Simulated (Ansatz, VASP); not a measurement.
## Two plane-wave programs on LiBe4

```
Li Be
1.0
     4.21897    0.00000    0.00000
    -2.10948    3.65373    0.00000
     0.00000    0.00000    4.76731
Li Be
1 4
Direct
  0.00000 0.00000 0.00000
  0.50001 0.49999 0.50000
  0.50001 0.00002 0.50000
  0.99998 0.49999 0.50000
  0.00000 0.00000 0.50000
```

Alike in both runs: functional PBE; k mesh 5 × 5 × 4; occupations gaussian, width 0.2 eV; no spin polarisation.

Ansatz relaxed the structure, and its values are those at the end. VASP's run is a single point on that final structure, the one shown.

|  | VASP | Ansatz |
| --- | --- | --- |
| version | VASP 6.6.1 | Ansatz 0.2.0 |
| potentials or method | VASP PAW PBE potentials, release 64 (Li_sv, Be), cutoff 750 eV | scalar-relativistic, plane waves, PAW |
| valence electrons in the cell | 11 | 11 |

|  | VASP | Ansatz | Ansatz less VASP |
| --- | --- | --- | --- |
| gap on the k mesh at the Fermi level (eV) | none | none | - |
| pressure (GPa) | -0.2 | -0.2 | -0.03 |

A gap of «none» marks a metal or a gap that the smearing closes.
